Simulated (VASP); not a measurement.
Set up this calculation in VASP 6.6.1, as the native input.

* Task: single point
* Functional: PBEsol
* Potentials or basis: VASP PAW PBE potentials, release 64 (W_sv, C, F)
* Cutoff: 520 eV
* k mesh: 3 × 3 × 1
* Occupations: fermi-dirac, width 0.15 eV
* Spin: no spin polarisation
* Dipole correction: no
* Further INCAR settings: LREAL = Auto; ALGO = Normal; EDIFF = 1e-06; NBANDS = 100

The structure of W8C9F3 lies in POSCAR:

```
W8C9F3
1.0
    5.7763200000      0.0000000000      0.0000000000
   -2.8881600000      5.0024400000      0.0000000000
    0.0000000000      0.0000000000     16.2384600000
W C F
8 9 3
Direct
    0.0000000000      0.0000000000      0.0615821944
    0.0000052400     -0.0000005997      0.2355090323
    0.0000000000      0.5000000000      0.0615821944
    0.0005793816      0.5002886591      0.2362594113
    0.5000000000      0.0000000000      0.0615821944
    0.4997194775     -0.0005773183      0.2362599040
    0.5000000000      0.5000000000      0.0615821944
    0.4997126309      0.5002818625      0.2362581181
    0.3332854745      0.1666370811      0.1421084265
    0.3355708829      0.1677981145      0.3041761349
    0.3333339990      0.6666662669      0.1433950017
    0.3333424069      0.6666612693      0.3142750606
    0.8333603325      0.1666458768      0.1421095966
    0.8322092279      0.1677645309      0.3041774282
    0.8333543518      0.6667142434      0.1421092271
    0.8322358143      0.6644321571      0.3041761965
    0.3333590852      0.6666582708      0.4072945341
    0.2065597297      0.4167664180      0.4385341344
    0.5832598720      0.7897456041      0.4385282841
    0.2102769723      0.7934681875      0.4385345655
```

These files were run (other wordings do the same):

INCAR

```
  PREC = Accurate
  ENCUT = 520
  EDIFF = 1E-6
  ISMEAR = -1
  SIGMA = 0.15
  LREAL = Auto
  LASPH = True
  NELM = 100
  ALGO = Normal
  ISIF = 2
  LWAVE = False
  LCHARG = False
  GGA = PS
  NBANDS = 100
```

KPOINTS

```
regular mesh
0
Gamma
  3 3 1
```

Potentials or basis: VASP PAW PBE potentials, release 64 (W_sv, C, F).

Command:

```bash
$ cat potpaw_PBE.64/W_sv/POTCAR potpaw_PBE.64/C/POTCAR potpaw_PBE.64/F/POTCAR > POTCAR
$ mpirun -np 1 vasp_std > vasp.out
```

It gave:

The largest force is 0.441 eV/Å and the band gap on the k mesh is zero (an odd number of electrons rules out a gap without spin polarisation).

Caveat: the k points lie up to 0.42 Å⁻¹ apart, too coarse for converged energies and pressures of a metal; the PAW data sets were made with another functional, which shifts forces and pressure a little; spin-orbit coupling is left out, which moves the levels of the heavy elements; an odd number of electrons without spin polarisation forces a metal; a magnetic or distorted state may lie lower.

Run time: 9 min on 1 thread of Intel(R) Xeon(R) Platinum 8488C (Sapphire Rapids), on a shared host, peak memory 0.65 GiB.
